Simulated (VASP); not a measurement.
# Te2Mo (P6_3/mmc) in VASP: single point with PBE

Aim: the single point of Te2Mo with PBE.

All numbers are computed with VASP 6.6.1; they aren't measurements. Logs are shortened: lines on timing, memory, paths and dates and some standing lists are left out, and cuts for length are marked.

**1. The cell of the first run**

It takes space group P6_3/mmc (No. 194, hexagonal). The conventional cell has a = 3.557 Å, b = 3.557 Å, c = 15.332 Å, α = 90.00°, β = 90.00°, γ = 120.00°. Te (site symmetry 3m) has 3 Mo at 2.74 Å and 7 Te at 3.56 to 3.62 Å within 3.7 Å. Within 3.6 Å of Mo (site symmetry -6m2) lie 6 Te at 2.74 Å and 6 Mo at 3.56 Å.

**2. Single point, PBE**

File INCAR:

```
SYSTEM = Te2Mo
PREC = Accurate ; ENCUT = 520
EDIFF = 1E-6 ; ISMEAR = 0
SIGMA = 0.02 ; LREAL = .FALSE.
LASPH = .TRUE. ; NELM = 80
ALGO = Normal ; ISIF = 2
LWAVE = .FALSE. ; LCHARG = .TRUE.
GGA = PE ; LELF = .TRUE.
LVHAR = .TRUE. ; NBANDS = 35
```

File KPOINTS:

```
regular mesh
0
G
  12 12 2
  0 0 0
```

File POSCAR:

```
Te2Mo
1.0
    3.5566632721      0.0000000000      0.0000000000
   -1.7783316360      3.0801607463      0.0000000000
    0.0000000000      0.0000000000     15.3316103979
Te Mo
4 2
Direct
    0.3333333333      0.6666666667      0.6320701678
    0.6666666667      0.3333333333      0.1320701678
    0.6666666667      0.3333333333      0.3679298322
    0.3333333333      0.6666666667      0.8679298322
    0.3333333333      0.6666666667      0.2500000000
    0.6666666667      0.3333333333      0.7500000000
```

Potentials or basis: VASP PAW PBE potentials, release 64 (Te, Mo_sv).

Command:

```bash
cat potpaw_PBE.64/Te/POTCAR potpaw_PBE.64/Mo_sv/POTCAR > POTCAR
mpirun -np 1 vasp_std > vasp.out
```

OUTCAR:

```text
SYSTEM = Te2Mo
   PREC = Accurate
   ENCUT = 520
   EDIFF = 1E-6
   ISMEAR = 0
   LREAL = .FALSE.
   LASPH = .TRUE.
   NELM = 80
   ISIF = 2
   GGA = PE

 ion  position               nearest neighbor table
   1  0.333  0.667  0.632-   6 2.74   6 2.74   6 2.74   4 3.62
   2  0.667  0.333  0.132-   5 2.74   5 2.74   5 2.74   3 3.62
   3  0.667  0.333  0.368-   5 2.74   5 2.74   5 2.74   2 3.62
   4  0.333  0.667  0.868-   6 2.74   6 2.74   6 2.74   1 3.62
   5  0.333  0.667  0.250-   2 2.74   3 2.74   2 2.74   3 2.74   2 2.74   3 2.74
   6  0.667  0.333  0.750-   1 2.74   4 2.74   1 2.74   4 2.74   1 2.74   4 2.74

  LATTYP: Found a hexagonal cell.
 ALAT       =     3.5566632721
 C/A-ratio  =     4.3106724548

  Lattice vectors:

 A1 = (   3.5566632721,   0.0000000000,   0.0000000000)
 A2 = (  -1.7783316360,   3.0801607463,   0.0000000000)
 A3 = (   0.0000000000,   0.0000000000,  15.3316103979)

Analysis of symmetry for initial positions (statically):
=====================================================================
 Subroutine PRICEL returns:
 Original cell was already a primitive cell.

 Routine SETGRP: Setting up the symmetry group for a
 hexagonal supercell.

 Subroutine GETGRP returns: Found 24 space group operations
 (whereof 12 operations were pure point group operations)
 out of a pool of 24 trial point group operations.

The static configuration has the point symmetry D_3d.
 The point group associated with its full space group is D_6h.

Analysis of symmetry for dynamics (positions and initial velocities):
=====================================================================
 Subroutine PRICEL returns:
 Original cell was already a primitive cell.

 Routine SETGRP: Setting up the symmetry group for a
 hexagonal supercell.

 Subroutine GETGRP returns: Found 24 space group operations
 (whereof 12 operations were pure point group operations)
 out of a pool of 24 trial point group operations.

The dynamic configuration has the point symmetry D_3d.
 The point group associated with its full space group is D_6h.

 Subroutine INISYM returns: Found 24 space group operations
 (whereof 12 operations are pure point group operations),
 and found     1 'primitive' translations

----------------------------------------------------------------------------------------

[... 100 lines left out ...]
   EDIFF  = 0.1E-05   stopping-criterion for ELM
   LREAL  =      F    real-space projection
   EDIFFG = 0.1E-04   stopping-criterion for IOM
   NSW    =      0    number of steps for IOM
   IBRION =     -1    ionic relax: 0-MD 1-quasi-New 2-CG
   NFREE  =      0    steps in history (QN), initial steepest desc. (CG)
   ISIF   =      2    stress and relaxation
   ISYM   =      2    0-nonsym 1-usesym 2-fastsym
   POTIM  = 0.5000    time-step for ionic-motion
   TEBEG  =    0.0;   TEEND  =   0.0 temperature during run
   PSTRESS=    0.0 pullay stress
   NELECT =      52.0000    total number of electrons
   NUPDOWN=      -1.0000    fix difference up-down
   EMIN   =  10.00;   EMAX   =-10.00  energy-range for DOS
   EFERMI =   0.00;   METHOD = LEGACY
   ISMEAR =     0;   SIGMA  =   0.02  broadening in eV -4-tet -1-fermi 0-gaus
   EFERMI_NEDOS =   21; number of points for ismear=-14 and -15
   IALGO  =     38    algorithm
   IMIX   =      4    mixing-type and parameters
     AMIX     =   0.40;   BMIX     =  1.00
     AMIX_MAG =   1.60;   BMIX_MAG =  1.00
  volume/ion in A,a.u.               =      27.99       188.91
  Fermi-wavevector in a.u.,A,eV,Ry     =   1.107494  2.092860 16.688125  1.226543
  Thomas-Fermi vector in A             =   2.244009
   LORBIT       =      0    0 simple, 1 ext, 2 COOP (PROOUT), +10 PAW based schemes
   GGA     = PE    functional components
   LHFCALC =     F    Hartree Fock is set to
   AEXX    =    0.0000 exact exchange contribution
   IVDW    =     0    specifies the selected vdW correction
   LEPSILON=     F    determine dielectric tensor
   LRPA    =     F    only Hartree local field effects (RPA)
 non-spin polarized calculation
 Gauss-broadening in eV      SIGMA  =   0.02
  energy-cutoff  :      520.00
  volume of cell :      167.96
 maximum number of plane-waves:      4581
 NGX is ok and might be reduce to    28
   NGX = 13   NGY = 13   NGZ = 57

 number of electron      52.0000000 magnetization

 Free energy of the ion-electron system (eV)
  ---------------------------------------------------
  ext. energy  EPLUGINS =         0.00000000
  ---------------------------------------------------
  free energy    TOTEN  =       -36.07543175 eV

  energy without entropy =      -36.07543175  energy(sigma->0) =      -36.07543175

 E-fermi :   6.8916     XC(G=0):  -9.7284

 val. band max:        6.6317725302   @ k =   0.3333   0.3333   0.0000
 cond. band min:       7.6519224462   @ k =   0.2500   0.1667   0.0000
 fundamental gap:      1.0201499160
 Fermi energy:         6.8916060698

 k-point     1 :       0.0000    0.0000    0.0000
  band No.  band energies     occupation
      1     -54.0995      2.00000
      2     -54.0995      2.00000
      3     -28.2443      2.00000
      4     -28.2443      2.00000
      5     -28.1421      2.00000
      6     -28.1421      2.00000
[... 901 lines left out ...]
     34      10.1618      0.00000
     35      12.0651      0.00000

 [... further k-points ...]

------------------------ aborting loop because EDIFF is reached ----------------------------------------

  FORCE on cell =-STRESS in cart. coord.  units (eV):
  Direction    XX          YY          ZZ          XY          YZ          ZX
  --------------------------------------------------------------------------------------
  -------------------------------------------------------------------------------------
  Total       -0.0149719     -0.0149719      0.0776584     -0.0000000      0.0000000      0.0000000
  in kB       -0.1428183     -0.1428183      0.7407899     -0.0000000      0.0000000      0.0000000
  external PRESSURE =       0.1517178 kB  Pullay stress =       0.0000000 kB

 VOLUME and BASIS-vectors are now :
 -----------------------------------------------------------------------------
  energy-cutoff  :      520.00
  volume of cell :      167.96
      direct lattice vectors                 reciprocal lattice vectors
     3.556663272  0.000000000  0.000000000     0.281162405  0.162329190  0.000000000
    -1.778331636  3.080160746  0.000000000     0.000000000  0.324658381  0.000000000
     0.000000000  0.000000000 15.331610398     0.000000000  0.000000000  0.065224720

 POSITION                                       TOTAL-FORCE (eV/Angst)
 -----------------------------------------------------------------------------------
     -0.00000      2.05344      9.69065         0.000000     -0.000000     -0.013008
      1.77833      1.02672      2.02485         0.000000      0.000000     -0.013008
      1.77833      1.02672      5.64096         0.000000      0.000000      0.013008
     -0.00000      2.05344     13.30676         0.000000     -0.000000      0.013008
     -0.00000      2.05344      3.83290        -0.000000     -0.000000      0.000000
      1.77833      1.02672     11.49871         0.000000     -0.000000      0.000000
 -----------------------------------------------------------------------------------
    total drift:                                0.000000     -0.000000      0.000000

  FREE ENERGIE OF THE ION-ELECTRON SYSTEM (eV)
  ---------------------------------------------------
  free  energy   TOTEN  =       -36.0754317455 eV

  energy  without entropy=      -36.0754317455  energy(sigma->0) =      -36.07543175
```

It took 7.2 min on 1 thread of AMD EPYC 7R13, shared host; peak memory 0.38 GiB.

What came out:

* Free energy: -36.0754 eV
* Pressure: 0.0 GPa
* Largest force: 0.013 eV/Å
* Band gap on the k mesh: 1.02 eV (least direct gap 1.03 eV)

Forces on the atoms (eV/Å):
```
Te   0.000  0.000 -0.013
Te   0.000  0.000 -0.013
Te   0.000  0.000  0.013
Te   0.000  0.000  0.013
Mo   0.000  0.000  0.000
Mo   0.000  0.000  0.000
```

Stress tensor (GPa, compression positive):
```
-0.01  0.00  0.00
 0.00 -0.01  0.00
 0.00  0.00  0.07
```

Levels at points of the mesh, in eV from the valence-band top:
```csv
k point,band 23,band 24,band 25,band 26,band 27,band 28,band 29,band 30
"(0.00, 0.00, 0.00)",-0.91,-0.91,-0.76,-0.13,2.98,2.98,3.02,3.02
"(0.50, 0.00, 0.00)",-0.78,-0.78,-0.40,-0.32,1.34,1.36,1.60,1.76
"(0.00, 0.00, 0.50)",-0.92,-0.92,-0.28,-0.28,2.99,2.99,2.99,2.99
"(0.50, 0.00, 0.50)",-0.78,-0.78,-0.36,-0.36,1.35,1.35,1.68,1.68
```

Caveat: spin-orbit coupling is left out, which moves the levels of the heavy elements; this functional lacks dispersion, which binds the layers, so the pressure and a relaxed spacing across them are unreliable.
